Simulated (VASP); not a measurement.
# GaO (Pm-3m) in VASP: a series of runs

GaO is run at these levels: PBE; tasks: single point, relaxation of cell and atoms.

Everything below comes from runs of VASP 6.6.1. Logs are shortened: lines on timing, memory, paths and dates and some standing lists are left out, and cuts for length are marked.

## (1) The cell of the first run

The structure is cubic, space group Pm-3m (No. 221). The conventional cell has a = 3.257 Å, b = 3.257 Å, c = 3.257 Å, α = 90.00°, β = 90.00°, γ = 90.00°. Ga (site symmetry m-3m) has 8 O at 2.82 Å and 6 Ga at 3.26 Å within 3.7 Å. O (site symmetry m-3m) has 8 Ga at 2.82 Å and 6 O at 3.26 Å within 3.7 Å.

## (2) Single point, PBE, collinear spin, ferromagnetic start

Contents of INCAR:

```
PREC = Accurate ; ENCUT = 520
EDIFF = 1E-6 ; ISMEAR = 0
SIGMA = 0.1 ; LREAL = F
LASPH = T ; NELM = 150
ALGO = Normal ; ISIF = 2
LWAVE = F ; LCHARG = T
ISPIN = 2 ; MAGMOM = 0 1
LORBIT = 11 ; GGA = PE
LELF = T ; LVHAR = T
NBANDS = 20
```

Contents of KPOINTS:

```
Automatic mesh
0
Gamma
  6 6 6
```

Contents of POSCAR:

```
GaO
1.0
    3.2565766400      0.0000000000      0.0000000000
    0.0000000000      3.2565766400      0.0000000000
    0.0000000000      0.0000000000      3.2565766400
Ga O
1 1
Direct
    0.5000000000      0.5000000000      0.5000000000
    0.0000000000      0.0000000000      0.0000000000
```

Potentials or basis: VASP PAW PBE potentials, release 64 (Ga_d, O).

Command:

```bash
> cat potpaw_PBE.64/Ga_d/POTCAR potpaw_PBE.64/O/POTCAR > POTCAR
> mpirun -np 1 vasp_std > vasp.out
```

OUTCAR:

```text
PREC = Accurate
   ENCUT = 520
   EDIFF = 1E-6
   ISMEAR = 0
   LREAL = F
   LASPH = T
   NELM = 150
   ISIF = 2
   ISPIN = 2
   LORBIT = 11
   GGA = PE

 ion  position               nearest neighbor table
   1  0.500  0.500  0.500-
   2  0.000  0.000  0.000-

  LATTYP: Found a simple cubic cell.
 ALAT       =     3.2565766400

  Lattice vectors:

 A1 = (   3.2565766400,   0.0000000000,   0.0000000000)
 A2 = (   0.0000000000,   3.2565766400,   0.0000000000)
 A3 = (   0.0000000000,   0.0000000000,   3.2565766400)

Analysis of symmetry for initial positions (statically):
=====================================================================
 Subroutine PRICEL returns:
 Original cell was already a primitive cell.

 Routine SETGRP: Setting up the symmetry group for a
 simple cubic supercell.

 Subroutine GETGRP returns: Found 48 space group operations
 (whereof 48 operations were pure point group operations)
 out of a pool of 48 trial point group operations.

The static configuration has the point symmetry O_h .

Analysis of symmetry for dynamics (positions and initial velocities):
=====================================================================
 Subroutine PRICEL returns:
 Original cell was already a primitive cell.

 Routine SETGRP: Setting up the symmetry group for a
 simple cubic supercell.

 Subroutine GETGRP returns: Found 48 space group operations
 (whereof 48 operations were pure point group operations)
 out of a pool of 48 trial point group operations.

The dynamic configuration has the point symmetry O_h .

Analysis of structural, dynamic, and magnetic symmetry:
=====================================================================
 Subroutine PRICEL returns:
 Original cell was already a primitive cell.

 Routine SETGRP: Setting up the symmetry group for a
 simple cubic supercell.

 Subroutine GETGRP returns: Found 48 space group operations
 (whereof 48 operations were pure point group operations)
 out of a pool of 48 trial point group operations.

The overall configuration has the point symmetry O_h .

 Subroutine INISYM returns: Found 48 space group operations
 (whereof 48 operations are pure point group operations),
 and found     1 'primitive' translations

----------------------------------------------------------------------------------------

                                     Primitive cell

  volume of cell :      34.5369

  direct lattice vectors                    reciprocal lattice vectors
     3.256576640  0.000000000  0.000000000     0.307070925  0.000000000  0.000000000
     0.000000000  3.256576640  0.000000000     0.000000000  0.307070925  0.000000000
     0.000000000  0.000000000  3.256576640     0.000000000  0.000000000  0.307070925

  length of vectors
     3.256576640  3.256576640  3.256576640     0.307070925  0.307070925  0.307070925

  position of ions in fractional coordinates (direct lattice)
     0.500000000  0.500000000  0.500000000
     0.000000000  0.000000000  0.000000000

  ion indices of the primitive-cell ions
   primitive index   ion index
                 1           1
                 2           2

----------------------------------------------------------------------------------------

 KPOINTS: Automatic mesh

Automatic generation of k-mesh.
 Grid dimensions read from file:
 generate k-points for:    6    6    6

 Generating k-lattice:

  Cartesian coordinates                     Fractional coordinates (reciprocal lattice)
     0.051178487  0.000000000  0.000000000     0.166666667  0.000000000  0.000000000
     0.000000000  0.051178487  0.000000000     0.000000000  0.166666667  0.000000000
     0.000000000  0.000000000  0.051178487     0.000000000  0.000000000  0.166666667

  Length of vectors
     0.051178487  0.051178487  0.051178487

  Shift w.r.t. Gamma in fractional coordinates (k-lattice)
     0.000000000  0.000000000  0.000000000

 Subroutine IBZKPT returns following result:
 ===========================================

 Found     20 irreducible k-points:

 Following reciprocal coordinates:
            Coordinates               Weight
  0.000000  0.000000  0.000000      1.000000
  0.166667  0.000000  0.000000      6.000000
  0.333333  0.000000  0.000000      6.000000
  0.500000  0.000000  0.000000      3.000000
  0.166667  0.166667  0.000000     12.000000
  0.333333  0.166667  0.000000     24.000000
[... 12 lines left out ...]
  0.500000  0.500000  0.333333      6.000000
  0.500000  0.500000  0.500000      1.000000
   k-points           NKPTS =     20   k-points in BZ     NKDIM =     20   number of bands    NBANDS=     20
   number of dos      NEDOS =    301   number of ions     NIONS =      2
   total plane-waves  NPLWV =  13824
   dimension x,y,z NGX =    24 NGY =   24 NGZ =   24
   dimension x,y,z NGXF=    48 NGYF=   48 NGZF=   48
   ions per type =               1   1
   NGX,Y,Z   is equivalent  to a cutoff of  12.25, 12.25, 12.25 a.u.
   NGXF,Y,Z  is equivalent  to a cutoff of  24.50, 24.50, 24.50 a.u.
 SYSTEM =  unknown system
   PREC   = accura    normal or accurate (medium, high low for compatibility)
   ISTART =      0    job   : 0-new  1-cont  2-samecut
   ICHARG =      2    charge: 1-file 2-atom 10-const
   ISPIN  =      2    spin polarized calculation?
   LNONCOLLINEAR =      F non collinear calculations
   LSORBIT =      F    spin-orbit coupling
   LASPH  =      T    aspherical Exc in radial PAW
   ENCUT  =  520.0 eV  38.22 Ry    6.18 a.u.   6.06  6.06  6.06*2*pi/ulx,y,z
   NELM   =    150;   NELMIN=  2; NELMDL= -5     # of ELM steps
   EDIFF  = 0.1E-05   stopping-criterion for ELM
   LREAL  =      F    real-space projection
   EDIFFG = 0.1E-04   stopping-criterion for IOM
   NSW    =      0    number of steps for IOM
   IBRION =     -1    ionic relax: 0-MD 1-quasi-New 2-CG
   NFREE  =      0    steps in history (QN), initial steepest desc. (CG)
   ISIF   =      2    stress and relaxation
   ISYM   =      2    0-nonsym 1-usesym 2-fastsym
   POTIM  = 0.5000    time-step for ionic-motion
   TEBEG  =    0.0;   TEEND  =   0.0 temperature during run
   PSTRESS=    0.0 pullay stress
   NELECT =      19.0000    total number of electrons
   NUPDOWN=      -1.0000    fix difference up-down
   EMIN   =  10.00;   EMAX   =-10.00  energy-range for DOS
   EFERMI =   0.00;   METHOD = LEGACY
   ISMEAR =     0;   SIGMA  =   0.10  broadening in eV -4-tet -1-fermi 0-gaus
   EFERMI_NEDOS =   21; number of points for ismear=-14 and -15
   IALGO  =     38    algorithm
   IMIX   =      4    mixing-type and parameters
     AMIX     =   0.40;   BMIX     =  1.00
     AMIX_MAG =   1.60;   BMIX_MAG =  1.00
  volume/ion in A,a.u.               =      17.27       116.53
  Fermi-wavevector in a.u.,A,eV,Ry     =   1.341420  2.534916 24.482421  1.799407
  Thomas-Fermi vector in A             =   2.469655
   LORBIT       =     11    0 simple, 1 ext, 2 COOP (PROOUT), +10 PAW based schemes
   GGA     = PE    functional components
   LHFCALC =     F    Hartree Fock is set to
   AEXX    =    0.0000 exact exchange contribution
   IVDW    =     0    specifies the selected vdW correction
   LEPSILON=     F    determine dielectric tensor
   LRPA    =     F    only Hartree local field effects (RPA)
 spin polarized calculation
 Gauss-broadening in eV      SIGMA  =   0.10
  energy-cutoff  :      520.00
  volume of cell :       34.54
 maximum number of plane-waves:       952
   NGX = 13   NGY = 13   NGZ = 13

 number of electron      19.0000021 magnetization      -0.0243091

 number of electron      19.0000021 magnetization       0.0007003

 Free energy of the ion-electron system (eV)
  ---------------------------------------------------
  ext. energy  EPLUGINS =         0.00000000
  ---------------------------------------------------
  free energy    TOTEN  =        -7.66856810 eV

  energy without entropy =       -7.65925937  energy(sigma->0) =       -7.66391373

 E-fermi :   1.4908     XC(G=0):  -9.9049

 val. band max:        1.4408113370   @ k =   0.5000   0.5000   0.5000
 cond. band min:       1.5001569456   @ k =   0.3333   0.3333   0.0000
 fundamental gap:      0.0593456086
 Fermi energy:         1.4907732397

 spin component 1

 k-point     1 :       0.0000    0.0000    0.0000
  band No.  band energies     occupation
      1     -14.7510      1.00000
      2     -12.6288      1.00000
      3     -12.6288      1.00000
      4     -12.4990      1.00000
      5     -12.4990      1.00000
      6     -12.4990      1.00000
[... 12 lines left out ...]
     19      23.5194      0.00000
     20      24.9345      0.00000

 k-point     2 :       0.1667    0.0000    0.0000
  band No.  band energies     occupation
      1     -14.6752      1.00000
      2     -12.6271      1.00000
      3     -12.6056      1.00000
      4     -12.5079      1.00000
      5     -12.5079      1.00000
      6     -12.4983      1.00000
[... 12 lines left out ...]
     19      21.3899      0.00000
     20      23.8748      0.00000

 k-point     3 :       0.3333    0.0000    0.0000
  band No.  band energies     occupation
      1     -14.5165      1.00000
      2     -12.6237      1.00000
      3     -12.5598      1.00000
      4     -12.5255      1.00000
      5     -12.5255      1.00000
      6     -12.4968      1.00000
[... 12 lines left out ...]
     19      22.4422      0.00000
     20      23.9490      0.00000

 k-point     4 :       0.5000    0.0000    0.0000
  band No.  band energies     occupation
      1     -14.4331      1.00000
      2     -12.6220      1.00000
      3     -12.5374      1.00000
      4     -12.5342      1.00000
      5     -12.5342      1.00000
      6     -12.4961      1.00000
[... 334 lines left out ...]
     19      25.4279      0.00000
     20      27.6245      0.00000

 k-point    19 :       0.5000    0.5000    0.3333
  band No.  band energies     occupation
      1     -14.1180      1.00000
      2     -12.5654      1.00000
      3     -12.5654      1.00000
      4     -12.5457      1.00000
      5     -12.4972      1.00000
      6     -12.4708      1.00000
[... 12 lines left out ...]
     19      28.4481      0.00000
     20      28.4481      0.00000

 k-point    20 :       0.5000    0.5000    0.5000
  band No.  band energies     occupation
      1     -14.0513      1.00000
      2     -12.5780      1.00000
      3     -12.5780      1.00000
      4     -12.5780      1.00000
      5     -12.4704      1.00000
      6     -12.4704      1.00000
[... 12 lines left out ...]
     19      30.5065      0.00000
     20      30.5065      0.00000
 Fermi energy:         1.4907732397

 spin component 2

 k-point     1 :       0.0000    0.0000    0.0000
  band No.  band energies     occupation
      1     -14.7504      1.00000
      2     -12.6287      1.00000
      3     -12.6287      1.00000
      4     -12.4989      1.00000
      5     -12.4989      1.00000
      6     -12.4989      1.00000
[... 12 lines left out ...]
     19      23.5196      0.00000
     20      24.9344      0.00000

 k-point     2 :       0.1667    0.0000    0.0000
  band No.  band energies     occupation
      1     -14.6746      1.00000
      2     -12.6270      1.00000
      3     -12.6055      1.00000
      4     -12.5078      1.00000
      5     -12.5078      1.00000
      6     -12.4982      1.00000
[... 12 lines left out ...]
     19      21.3899      0.00000
     20      23.8750      0.00000

 k-point     3 :       0.3333    0.0000    0.0000
  band No.  band energies     occupation
      1     -14.5159      1.00000
      2     -12.6236      1.00000
      3     -12.5597      1.00000
      4     -12.5254      1.00000
      5     -12.5254      1.00000
      6     -12.4967      1.00000
[... 12 lines left out ...]
     19      22.4426      0.00000
     20      23.9489      0.00000

 k-point     4 :       0.5000    0.0000    0.0000
  band No.  band energies     occupation
      1     -14.4325      1.00000
      2     -12.6219      1.00000
      3     -12.5373      1.00000
      4     -12.5341      1.00000
      5     -12.5341      1.00000
      6     -12.4960      1.00000
[... 337 lines left out ...]
 k-point    19 :       0.5000    0.5000    0.3333
  band No.  band energies     occupation
      1     -14.1174      1.00000
      2     -12.5653      1.00000
      3     -12.5653      1.00000
      4     -12.5456      1.00000
      5     -12.4971      1.00000
      6     -12.4707      1.00000
[... 12 lines left out ...]
     19      28.4482      0.00000
     20      28.4482      0.00000

 k-point    20 :       0.5000    0.5000    0.5000
  band No.  band energies     occupation
      1     -14.0507      1.00000
      2     -12.5779      1.00000
      3     -12.5779      1.00000
      4     -12.5779      1.00000
      5     -12.4702      1.00000
      6     -12.4702      1.00000
[... 12 lines left out ...]
     19      30.5065      0.00000
     20      30.5065      0.00000

------------------------ aborting loop because EDIFF is reached ----------------------------------------

  FORCE on cell =-STRESS in cart. coord.  units (eV):
  Direction    XX          YY          ZZ          XY          YZ          ZX
  --------------------------------------------------------------------------------------
  -------------------------------------------------------------------------------------
  Total       -3.7534846     -3.7534846     -3.7534846      0.0000000     -0.0000000      0.0000000
  in kB     -174.1250751   -174.1250751   -174.1250751      0.0000000     -0.0000000      0.0000000
  external PRESSURE =    -174.1250751 kB  Pullay stress =       0.0000000 kB

 VOLUME and BASIS-vectors are now :
 -----------------------------------------------------------------------------
  energy-cutoff  :      520.00
  volume of cell :       34.54
      direct lattice vectors                 reciprocal lattice vectors
     3.256576640  0.000000000  0.000000000     0.307070925  0.000000000  0.000000000
     0.000000000  3.256576640  0.000000000     0.000000000  0.307070925  0.000000000
     0.000000000  0.000000000  3.256576640     0.000000000  0.000000000  0.307070925

 POSITION                                       TOTAL-FORCE (eV/Angst)
 -----------------------------------------------------------------------------------
      1.62829      1.62829      1.62829         0.000000      0.000000      0.000000
      0.00000      0.00000      0.00000         0.000000      0.000000      0.000000
 -----------------------------------------------------------------------------------
    total drift:                                0.000000      0.000000     -0.000000

  FREE ENERGIE OF THE ION-ELECTRON SYSTEM (eV)
  ---------------------------------------------------
  free  energy   TOTEN  =        -7.6685680977 eV

  energy  without entropy=       -7.6592593716  energy(sigma->0) =       -7.66391373

 total charge

# of ion       s       p       d       tot
------------------------------------------
    1        1.055   0.214   9.948  11.217
    2        1.599   3.132   0.000   4.731
--------------------------------------------------
tot          2.654   3.346   9.948  15.948

 magnetization (x)

# of ion       s       p       d       tot
------------------------------------------
    1        0.000  -0.000   0.000   0.000
    2        0.000   0.000   0.000   0.000
--------------------------------------------------
tot          0.000   0.000   0.000   0.000
```

Wall time 25 s (1 thread of Intel Xeon Platinum 8259CL at 2.50GHz (Skylake/Cascade Lake), shared host); peak memory 0.15 GiB.

What came out:

```yaml
Free_energy: -7.6686 eV
Pressure: -17.4 GPa
Net_moment: 0.00 μB per cell
Valence_electrons_inside_the_program's_atomic_spheres: Ga 11.22; O 4.73
```

(Continued in part 2 of 2.)
